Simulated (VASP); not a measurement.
Crystal: MgS.

```
Mg S
1.0
    -0.09834    2.81746    2.81746
     2.81746   -0.09834    2.81746
     2.81746    2.81746   -0.09834
Mg S
1 1
Direct
  0.99683 0.99683 0.99683
  0.25317 0.25317 0.25317
```

This cell differs from its parent crystal: epitaxial 111 strain +3.0%.

Base run:

| Item | Value |
| --- | --- |
| Program | VASP 6.6.1 |
| Functional | r2SCAN |
| Potentials or basis | VASP PAW PBE potentials, release 64 (Mg, S) |
| Cutoff | 520 eV |
| k mesh | 8 × 8 × 8 |
| Occupations | gaussian, width 0.01 eV |
| Spin | no spin polarisation |

Its results: band gap on the k mesh 3.71 eV, direct; pressure -2.4 GPa; largest force 0.004 eV/Å.

Problem. The run is repeated on the same cell with these changes: functional from r2SCAN to PBE; k mesh from 8 × 8 × 8 to 4 × 4 × 4. What comes out?

Solution. Band gap on the k mesh 3.06 eV, direct; pressure -1.1 GPa; largest force 0.006 eV/Å.

Several settings changed at once, so the effect can't be laid on one alone.

Caveats: some runs use coarse meshes; the PAW data sets were made with another functional, which shifts forces and pressure a little (some runs).

A k mesh can miss the band edges.
